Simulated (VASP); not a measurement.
Runs of VASP 6.6.1 on PbSe. The structure is cubic, space group Pm-3m (No. 221). The conventional cell has a = 3.784 Å, b = 3.784 Å, c = 3.784 Å, α = 90.00°, β = 90.00°, γ = 90.00°. Within 4.3 Å of Pb (site symmetry m-3m) lie 8 Se at 3.28 Å and 6 Pb at 3.78 Å. Within 4.3 Å of Se (site symmetry m-3m) lie 8 Pb at 3.28 Å and 6 Se at 3.78 Å. 

```tsv
k mesh	gap on the mesh (eV)	pressure (GPa)
2 × 2 × 2	none	(a)
6 × 6 × 6	none	-0.7
5 × 5 × 5	0.48	-0.6
3 × 3 × 3	(b)	-1.0
```

Alike in all rows: task single point; level r2SCAN; potentials or basis VASP PAW PBE potentials, release 64 (Pb_d, Se); no spin polarisation; cell as given; cutoff (eV) 550; smearing fermi-dirac 0.05 eV.

Question: Fill in the values left out.

Answer: (a) 1.9; (b) 1.76.

Caveats: some runs use coarse meshes; the PAW data sets were made with another functional, which shifts forces and pressure a little; spin-orbit coupling is left out, which moves the levels of the heavy elements; semilocal functionals underestimate gaps, so a narrow gap can read as zero (at least some runs); an odd mesh through Γ misses points on the zone boundary, where band edges can lie (at least some runs).

A k mesh can miss the band edges, and the runs leave out spin-orbit coupling on Pb, Se.

A gap of «none» marks levels without a gap at the run's occupations.
